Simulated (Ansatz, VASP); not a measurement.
## Two plane-wave programs on Mg3S2

```
CELL_PARAMETERS angstrom
3.67873 0.00000 0.00000
-1.83937 3.18588 0.00000
0.00000 0.00000 17.75895
ATOMIC_POSITIONS crystal
Mg 0.33333 0.66667 0.82979
Mg 0.66667 0.33333 0.32979
Mg 0.66667 0.33333 0.17021
Mg 0.33333 0.66667 0.67021
Mg 0.00000 0.00000 0.00000
Mg 0.00000 0.00000 0.50000
S 0.66667 0.33333 0.91404
S 0.33333 0.66667 0.41404
S 0.66667 0.33333 0.58596
S 0.33333 0.66667 0.08596
```

Change from the starting cell: species swapped into the Ti3C2 type (P6_3/mmc, No. 194).

Alike in both runs: functional PBE; k mesh 5 × 5 × 1; occupations gaussian, width 0.2 eV; no spin polarisation.

Ansatz relaxed the structure, and its values are those at the end. VASP's run is a single point on that final structure, the one shown.

|  | VASP | Ansatz |
| --- | --- | --- |
| version | VASP 6.6.1 | Ansatz 0.2.0 |
| potentials or method | VASP PAW PBE potentials, release 64 (Mg, S), cutoff 520 eV | scalar-relativistic, plane waves, PAW |
| valence electrons in the cell | 36 | 84 |

VASP gave:

| Quantity | Value |
| --- | --- |
| gap on the k mesh at the Fermi level (eV) | 1.01 |
| least direct gap on the mesh (eV) | 1.09 |
| pressure (GPa) | 0.2 |
| rms of the force components (eV/Å) | 0.014 |

Question: Which values does Ansatz return?

Answer: gap on the k mesh at the Fermi level (eV): 1.03; least direct gap on the mesh (eV): 1.09; pressure (GPa): 0.4; rms of the force components (eV/Å): 0.012.

VASP's potentials hold 36 valence electrons a cell and Ansatz's 84, so a difference there can come from the potentials and not from the codes.
